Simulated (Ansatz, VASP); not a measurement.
**B2W in VASP and in Ansatz**

```
CELL_PARAMETERS angstrom
3.02000 0.00000 0.00000
-1.51000 2.61540 0.00000
0.00000 0.00000 3.11100
ATOMIC_POSITIONS crystal
B 0.33333 0.66667 0.50000
B 0.66667 0.33333 0.50000
W 0.00000 0.00000 0.00000
```

Change from the starting cell: zz strain of +2 %.

Alike in both runs: task single point; functional LDA; k mesh 14 × 14 × 12; occupations fermi-dirac, width 0.05 eV; no spin polarisation.

```csv
,VASP,Ansatz
version,VASP 6.6.1,Ansatz 0.2.0
potentials or method,"VASP PAW LDA potentials, release 64 (B, W_sv), cutoff 520 eV","all-electron LAPW, scalar-relativistic"
```

VASP gave:

* pressure (GPa): 15.7
* traceless stress, the component that is largest in VASP (GPa): 7.92

**Question.** What did Ansatz give for the same quantities?

**Answer.** Pressure (GPa): 13.7; traceless stress, the component that is largest in VASP (GPa): 7.77.

LDA's correlation is that of Perdew and Zunger in VASP and of Perdew and Wang (1992) in Ansatz. Ansatz ran all-electron here, and VASP with PAW potentials.

Neither program's run includes spin-orbit coupling.
